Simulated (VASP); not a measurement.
# SiO2 (Ibam) in VASP: settings compared

Aim: see how the results for SiO2 move with the level of theory and the settings. Levels: r2SCAN+rVV10, PBE, LDA. Tasks: single point.

Program: VASP 6.6.1. These are calculated values, not measurements. Logs are shortened: lines on timing, memory, paths and dates and some standing lists are left out, and cuts for length are marked.

## Step 1: The cell of the first run

The typed cell holds 6 atoms: a = 4.611 Å, b = 4.611 Å, c = 4.611 Å, α = 105.04°, β = 104.95°, γ = 118.86°.

## Step 2: Single point, r2SCAN+rVV10

POSCAR reads:

```
SiO2
1.0
   -2.8058995024      2.8087755226      2.3452081679
    2.8058995024     -2.8087755226      2.3452081679
    2.8058995024      2.8087755226     -2.3452081679
Si O
2 4
Direct
    0.2500000000      0.2500000000      0.0000000000
    0.7500000000      0.7500000000      0.0000000000
    0.1473070228      0.8524439467      0.9997509695
    0.6473070228      0.6475560533      0.2948630761
    0.3526929772      0.3524439467      0.7051369239
    0.8526929772      0.1475560533      0.0002490305
```

INCAR.step1 reads:

```
ALGO = Normal ; EDIFF = 1E-5
ENCUT = 660 ; GGA = PE
GGA_COMPAT = F ; ISMEAR = -1
LASPH = T ; LCHARG = F
LREAL = F ; LWAVE = T
NBANDS = 25 ; NELM = 120
PREC = Accurate ; SIGMA = 0.02
```

INCAR.step2 reads:

```
ALGO = Normal ; BPARAM = 11.95
CPARAM = 0.0093 ; EDIFF = 1E-6
ENCUT = 660 ; GGA_COMPAT = F
ISIF = 2 ; ISMEAR = -1
ISTART = 1 ; IVDW_NL = 2
LASPH = T ; LCHARG = T
LELF = T ; LMIXTAU = T
LREAL = F ; LUSE_VDW = T
LVHAR = T ; LWAVE = F
METAGGA = R2SCAN ; NBANDS = 25
NELM = 120 ; PREC = Accurate
SIGMA = 0.02
```

KPOINTS reads:

```
k-points
0
Gamma
  6 6 6
```

Potentials or basis: VASP PAW PBE potentials, release 64 (Si, O).

Started as:

```bash
$ cat potpaw_PBE.64/Si/POTCAR potpaw_PBE.64/O/POTCAR > POTCAR
$ cp INCAR.step1 INCAR
$ mpirun -np 1 vasp_std > vasp.out
$ cp INCAR.step2 INCAR
$ mpirun -np 1 vasp_std > vasp.out
```

OUTCAR:

```text
BPARAM = 11.95
   EDIFF = 1E-6
   ENCUT = 660
   ISIF = 2
   ISMEAR = -1
   ISTART = 1
   IVDW_NL = 2
   LASPH = T
   LREAL = F
   METAGGA = R2SCAN
   NELM = 120
   PREC = Accurate

 ion  position               nearest neighbor table
   1  0.250  0.250  0.000-   6 1.66   5 1.66   3 1.66   4 1.66   2 2.35   2 2.35
   2  0.750  0.750  0.000-   3 1.66   4 1.66   5 1.66   6 1.66   1 2.35   1 2.35
   3  0.147  0.852  1.000-   2 1.66   1 1.66
   4  0.647  0.648  0.295-   2 1.66   1 1.66
   5  0.353  0.352  0.705-   1 1.66   2 1.66
   6  0.853  0.148  0.000-   1 1.66   2 1.66

  LATTYP: Found a body centered orthorhombic cell.
 ALAT       =     4.6904163358
 B/A-ratio  =     1.1964394209
 C/A-ratio  =     1.1976657599

  Lattice vectors:

 A1 = (   2.8058995024,  -2.8087755226,   2.3452081679)
 A2 = (  -2.8058995024,  -2.8087755226,  -2.3452081679)
 A3 = (   2.8058995024,   2.8087755226,  -2.3452081679)

Analysis of symmetry for initial positions (statically):
=====================================================================
 Subroutine PRICEL returns:
 Original cell was already a primitive cell.

 Routine SETGRP: Setting up the symmetry group for a
 body centered orthorhombic supercell.

 Subroutine GETGRP returns: Found  8 space group operations
 (whereof  4 operations were pure point group operations)
 out of a pool of  8 trial point group operations.

The static configuration has the point symmetry C_2h.
 The point group associated with its full space group is D_2h.

Analysis of symmetry for dynamics (positions and initial velocities):
=====================================================================
 Subroutine PRICEL returns:
 Original cell was already a primitive cell.

 Routine SETGRP: Setting up the symmetry group for a
 body centered orthorhombic supercell.

 Subroutine GETGRP returns: Found  8 space group operations
 (whereof  4 operations were pure point group operations)
 out of a pool of  8 trial point group operations.

The dynamic configuration has the point symmetry C_2h.
 The point group associated with its full space group is D_2h.

 Subroutine INISYM returns: Found  8 space group operations
 (whereof  4 operations are pure point group operations),
 and found     1 'primitive' translations

----------------------------------------------------------------------------------------

                                     Primitive cell

  volume of cell :      73.9317

  direct lattice vectors                    reciprocal lattice vectors
    -2.805899502  2.808775523  2.345208168     0.000000000  0.178013514  0.213200690
     2.805899502 -2.808775523  2.345208168     0.178195976  0.000000000  0.213200690
     2.805899502  2.808775523 -2.345208168     0.178195976  0.178013514  0.000000000

  length of vectors
     4.611105432  4.611105432  4.611105432     0.277746909  0.277863888  0.251878179

  position of ions in fractional coordinates (direct lattice)
     0.250000000  0.250000000  0.000000000
     0.750000000  0.750000000  0.000000000
     0.147307023  0.852443947  0.999750969
     0.647307023  0.647556053  0.294863076
     0.352692977  0.352443947  0.705136924
     0.852692977  0.147556053  0.000249031

  ion indices of the primitive-cell ions
   primitive index   ion index
                 1           1
                 2           2
                 3           3
                 4           4
                 5           5
                 6           6

----------------------------------------------------------------------------------------

 KPOINTS: k-points

Automatic generation of k-mesh.
 Grid dimensions read from file:
 generate k-points for:    6    6    6

 Generating k-lattice:

  Cartesian coordinates                     Fractional coordinates (reciprocal lattice)
     0.000000000  0.029668919  0.035533448     0.166666667  0.000000000  0.000000000
     0.029699329  0.000000000  0.035533448     0.000000000  0.166666667 -0.000000000
     0.029699329  0.029668919  0.000000000     0.000000000 -0.000000000  0.166666667

  Length of vectors
     0.046291151  0.046310648  0.041979696

  Shift w.r.t. Gamma in fractional coordinates (k-lattice)
     0.000000000  0.000000000  0.000000000

 Subroutine IBZKPT returns following result:
 ===========================================

 Found     46 irreducible k-points:

 Following reciprocal coordinates:
            Coordinates               Weight
  0.000000  0.000000  0.000000      1.000000
  0.166667  0.000000 -0.000000      4.000000
  0.333333 -0.000000  0.000000      4.000000
  0.500000  0.000000  0.000000      2.000000
  0.000000  0.166667 -0.000000      4.000000
  0.166667  0.166667 -0.000000      8.000000
[... 16 lines left out ...]
 -0.166667  0.166667  0.166667      2.000000
  0.166667  0.333333  0.166667      4.000000
 [... further k-points ...]
   k-points           NKPTS =     46   k-points in BZ     NKDIM =     46   number of bands    NBANDS=     25
   number of dos      NEDOS =    301   number of ions     NIONS =      6
   total plane-waves  NPLWV =  64000
   dimension x,y,z NGX =    40 NGY =   40 NGZ =   40
   dimension x,y,z NGXF=    80 NGYF=   80 NGZF=   80
   ions per type =               2   4
   NGX,Y,Z   is equivalent  to a cutoff of  14.42, 14.42, 14.42 a.u.
   NGXF,Y,Z  is equivalent  to a cutoff of  28.84, 28.84, 28.84 a.u.
 SYSTEM =  unknown system
   PREC   = accura    normal or accurate (medium, high low for compatibility)
   ISTART =      1    job   : 0-new  1-cont  2-samecut
   ICHARG =      0    charge: 1-file 2-atom 10-const
   ISPIN  =      1    spin polarized calculation?
   LNONCOLLINEAR =      F non collinear calculations
   LSORBIT =      F    spin-orbit coupling
   LASPH  =      T    aspherical Exc in radial PAW
   ENCUT  =  660.0 eV  48.51 Ry    6.96 a.u.   9.66  9.66  9.66*2*pi/ulx,y,z
   NELM   =    120;   NELMIN=  2; NELMDL=  0     # of ELM steps
   EDIFF  = 0.1E-05   stopping-criterion for ELM
   LREAL  =      F    real-space projection
[... 7 lines left out ...]
   TEBEG  =    0.0;   TEEND  =   0.0 temperature during run
   PSTRESS=    0.0 pullay stress
   NELECT =      32.0000    total number of electrons
   NUPDOWN=      -1.0000    fix difference up-down
   EMIN   =  10.00;   EMAX   =-10.00  energy-range for DOS
   EFERMI =   0.00;   METHOD = LEGACY
   ISMEAR =    -1;   SIGMA  =   0.02  broadening in eV -4-tet -1-fermi 0-gaus
   EFERMI_NEDOS =   21; number of points for ismear=-14 and -15
   IALGO  =     38    algorithm
   IMIX   =      4    mixing-type and parameters
     AMIX     =   0.40;   BMIX     =  1.00
     AMIX_MAG =   1.60;   BMIX_MAG =  1.00
  volume/ion in A,a.u.               =      12.32        83.15
  Fermi-wavevector in a.u.,A,eV,Ry     =   1.238363  2.340167 20.865119  1.533543
  Thomas-Fermi vector in A             =   2.372892
   LORBIT       =      0    0 simple, 1 ext, 2 COOP (PROOUT), +10 PAW based schemes
   METAGGA = R2SCAN    functional components
   LHFCALC =     F    Hartree Fock is set to
   AEXX    =    0.0000 exact exchange contribution
   IVDW_NL    =     2    kernel type
   BPARAM     =11.9500
   IVDW    =     0    specifies the selected vdW correction
   LEPSILON=     F    determine dielectric tensor
   LRPA    =     F    only Hartree local field effects (RPA)
 non-spin polarized calculation
  energy-cutoff  :      660.00
  volume of cell :       73.93
 maximum number of plane-waves:      2878
 NGX is ok and might be reduce to    40
   NGX = 19   NGY = 19   NGZ = 19

 number of electron      32.0000001 magnetization

 Free energy of the ion-electron system (eV)
  ---------------------------------------------------
  ext. energy  EPLUGINS =         0.00000000
  ---------------------------------------------------
  free energy    TOTEN  =       -55.91291521 eV

  energy without entropy =      -55.91291521  energy(sigma->0) =      -55.91291521

 E-fermi :   1.4791     XC(G=0):  -9.9417

 val. band max:        0.9954471557   @ k =   0.5000   0.5000   0.5000
 cond. band min:       6.6261872436   @ k =   0.0000   0.0000   0.0000
 fundamental gap:      5.6307400879
 Fermi energy:         1.4790848965

 k-point     1 :       0.0000    0.0000    0.0000
  band No.  band energies     occupation
      1     -20.2128      2.00000
      2     -18.4598      2.00000
      3     -17.1304      2.00000
      4     -17.1291      2.00000
      5      -5.8812      2.00000
      6      -4.4494      2.00000
[... 17 lines left out ...]
     24      14.0078      0.00000
     25      14.0853      0.00000

 k-point     2 :       0.1667    0.0000   -0.0000
  band No.  band energies     occupation
      1     -20.0942      2.00000
      2     -18.5679      2.00000
      3     -17.1683      2.00000
      4     -17.1631      2.00000
      5      -5.8901      2.00000
      6      -4.2955      2.00000
[... 17 lines left out ...]
     24      13.8734      0.00000
     25      14.1931      0.00000

 k-point     3 :       0.3333   -0.0000    0.0000
  band No.  band energies     occupation
      1     -19.7670      2.00000
      2     -18.8756      2.00000
      3     -17.2423      2.00000
      4     -17.2334      2.00000
      5      -5.6022      2.00000
      6      -4.6123      2.00000
[... 17 lines left out ...]
     24      13.9796      0.00000
     25      14.1452      0.00000

 k-point     4 :       0.5000    0.0000    0.0000
  band No.  band energies     occupation
      1     -19.3171      2.00000
      2     -19.3171      2.00000
      3     -17.2738      2.00000
      4     -17.2738      2.00000
      5      -5.0233      2.00000
      6      -5.0233      2.00000
[... 17 lines left out ...]
     24      13.5907      0.00000
     25      14.6359      0.00000

 k-point     5 :       0.0000    0.1667   -0.0000
  band No.  band energies     occupation
      1     -20.0942      2.00000
      2     -18.5679      2.00000
      3     -17.1672      2.00000
      4     -17.1643      2.00000
      5      -5.8901      2.00000
      6      -4.2958      2.00000
[... 17 lines left out ...]
     24      13.8695      0.00000
     25      14.1945      0.00000

 k-point     6 :       0.1667    0.1667   -0.0000
  band No.  band energies     occupation
      1     -19.8146      2.00000
      2     -18.8442      2.00000
      3     -17.2383      2.00000
      4     -17.2034      2.00000
      5      -5.6406      2.00000
      6      -4.5202      2.00000
[... 17 lines left out ...]
     24      13.7448      0.00000
     25      14.3589      0.00000
[... 393 lines left out ...]
 k-point    21 :       0.1667    0.1667    0.1667
  band No.  band energies     occupation
      1     -19.7133      2.00000
      2     -18.9029      2.00000
      3     -17.3212      2.00000
      4     -17.2047      2.00000
      5      -5.6045      2.00000
      6      -4.5659      2.00000
[... 17 lines left out ...]
     24      13.8922      0.00000
     25      14.6146      0.00000

 k-point    22 :       0.3333    0.1667    0.1667
  band No.  band energies     occupation
      1     -19.3120      2.00000
      2     -19.3120      2.00000
      3     -17.2829      2.00000
      4     -17.2829      2.00000
      5      -4.9470      2.00000
      6      -4.9470      2.00000
[... 17 lines left out ...]
     24      13.4414      0.00000
     25      14.4172      0.00000

 k-point    23 :      -0.1667    0.1667    0.1667
  band No.  band energies     occupation
      1     -20.1057      2.00000
      2     -18.4909      2.00000
      3     -17.2087      2.00000
      4     -17.1968      2.00000
      5      -6.1679      2.00000
      6      -4.2361      2.00000
[... 17 lines left out ...]
     24      13.8411      0.00000
     25      14.8266      0.00000

 k-point    24 :       0.1667    0.3333    0.1667
  band No.  band energies     occupation
      1     -19.3120      2.00000
      2     -19.3120      2.00000
      3     -17.2829      2.00000
      4     -17.2829      2.00000
      5      -4.9472      2.00000
      6      -4.9472      2.00000
[... 17 lines left out ...]
     24      13.4438      0.00000
     25      14.4166      0.00000

 [... further k-points ...]

------------------------ aborting loop because EDIFF is reached ----------------------------------------

  FORCE on cell =-STRESS in cart. coord.  units (eV):
  Direction    XX          YY          ZZ          XY          YZ          ZX
  --------------------------------------------------------------------------------------
  -------------------------------------------------------------------------------------
  Total       -0.0646956     -0.0645540      0.5926932      0.0000000      0.0000000      0.0000000
  in kB       -1.4020212     -1.3989524     12.8442867      0.0000000      0.0000000      0.0000000
  external PRESSURE =       3.3477710 kB  Pullay stress =       0.0000000 kB

 VOLUME and BASIS-vectors are now :
 -----------------------------------------------------------------------------
  energy-cutoff  :      660.00
  volume of cell :       73.93
      direct lattice vectors                 reciprocal lattice vectors
    -2.805899502  2.808775523  2.345208168     0.000000000  0.178013514  0.213200690
     2.805899502 -2.808775523  2.345208168     0.178195976  0.000000000  0.213200690
     2.805899502  2.808775523 -2.345208168     0.178195976  0.178013514  0.000000000

 POSITION                                       TOTAL-FORCE (eV/Angst)
 -----------------------------------------------------------------------------------
      0.00000      0.00000      1.17260        -0.000000     -0.000000     -0.000000
      0.00000      0.00000      3.51781        -0.000000     -0.000000     -0.000000
      4.78374      0.82750      0.00000        -0.060914      0.061718     -0.000000
      0.82805      0.82750      2.34521         0.060914      0.061718     -0.000000
      1.97784      1.98127      0.00000        -0.060914     -0.061718     -0.000000
     -1.97784      1.98127      2.34521         0.060914     -0.061718      0.000000
 -----------------------------------------------------------------------------------
    total drift:                                0.000000     -0.000000      0.000000

  FREE ENERGIE OF THE ION-ELECTRON SYSTEM (eV)
  ---------------------------------------------------
  free  energy   TOTEN  =       -55.9129152103 eV

  energy  without entropy=      -55.9129152103  energy(sigma->0) =      -55.91291521
```

Wall time 6.3 min (1 thread of AMD EPYC 9R45 (Zen 5), shared host); peak memory 0.5 GiB.

What came out:

| Item | Value |
| --- | --- |
| Free energy | -55.9129 eV |
| Pressure | 0.3 GPa |
| Largest force | 0.087 eV/Å |
| Band gap on the k mesh | 5.63 eV (least direct gap 6.15 eV) |

Forces on the atoms (eV/Å):
```
Si   0.000  0.000  0.000
Si   0.000  0.000  0.000
O   -0.061  0.062  0.000
O    0.061  0.062  0.000
O   -0.061 -0.062  0.000
O    0.061 -0.062  0.000
```

Levels at points of the mesh, in eV from the valence-band top:
```tsv
k point	band 13	band 14	band 15	band 16	band 17	band 18	band 19	band 20
(0.00, 0.00, 0.00)	-1.07	-0.82	-0.52	-0.52	5.63	10.44	10.45	11.60
(0.50, 0.00, 0.00)	-1.16	-1.16	-1.09	-1.09	9.31	9.31	9.75	9.75
(0.00, 0.50, 0.00)	-1.16	-1.16	-1.09	-1.09	9.31	9.31	9.75	9.75
(0.50, 0.50, 0.00)	-1.77	-1.17	-0.49	-0.34	7.38	9.83	10.29	10.74
(0.50, 0.50, 0.50)	-2.69	-1.10	-1.10	0.00	8.75	9.49	9.68	9.68
```

Caveat: the PAW data sets were made with another functional, which shifts forces and pressure a little. A k mesh can miss the band edges.

## Step 3: Single point, PBE

INCAR reads:

```
  PREC = Accurate
  ENCUT = 600
  EDIFF = 1E-6
  ISMEAR = -1
  SIGMA = 0.02
  LREAL = F
  LASPH = T
  NELM = 120
  ALGO = Normal
  ISIF = 2
  LWAVE = F
  LCHARG = F
  GGA = PE
  NBANDS = 25
  GGA_COMPAT = F
```

KPOINTS reads:

```
Automatic mesh
0
Gamma
  8 8 8
```

POSCAR is that of step 2.

Potentials or basis: VASP PAW PBE potentials, release 64 (Si, O).

Started as:

```bash
$ cat potpaw_PBE.64/Si/POTCAR potpaw_PBE.64/O/POTCAR > POTCAR
$ mpirun -np 1 vasp_std > vasp.out
```

It took 2.2 min on 1 thread of AMD EPYC 9R45 (Zen 5), shared host; peak memory 0.3 GiB.

The run converged. Its results:

```yaml
Free_energy: -44.8775 eV
Pressure: 6.8 GPa
Largest_force: 0.624 eV/Å
Band_gap_on_the_k_mesh: 4.98 eV (least direct gap 5.49 eV)
```

Forces on the atoms (eV/Å):
```
Si   0.000  0.000  0.000
Si   0.000  0.000  0.000
O   -0.441  0.442  0.000
O    0.441  0.442  0.000
O   -0.441 -0.442  0.000
O    0.441 -0.442  0.000
```

Stress tensor (GPa, compression positive):
```
5.80 0.00 0.00
0.00 5.80 0.00
0.00 0.00 8.77
```

Levels at points of the mesh, in eV from the valence-band top:
```tsv
k point	band 12	band 13	band 14	band 15	band 16	band 17	band 18	band 19	band 20	band 21
(0.00, 0.00, 0.00)	-2.49	-1.04	-0.79	-0.50	-0.50	4.98	9.54	9.55	10.86	11.14
(0.50, 0.00, 0.00)	-1.77	-1.14	-1.14	-1.06	-1.06	8.55	8.55	8.87	8.87	10.39
(0.00, 0.50, 0.00)	-1.77	-1.14	-1.14	-1.06	-1.06	8.55	8.55	8.87	8.87	10.39
(0.50, 0.50, 0.00)	-2.76	-1.72	-1.13	-0.47	-0.33	6.57	9.00	9.40	10.25	10.45
(0.50, 0.50, 0.50)	-3.04	-2.61	-1.07	-1.07	0.00	7.87	8.68	8.82	8.83	11.38
```

Caveat: the cell stands under pressure.

(Continued in part 2 of 2.)
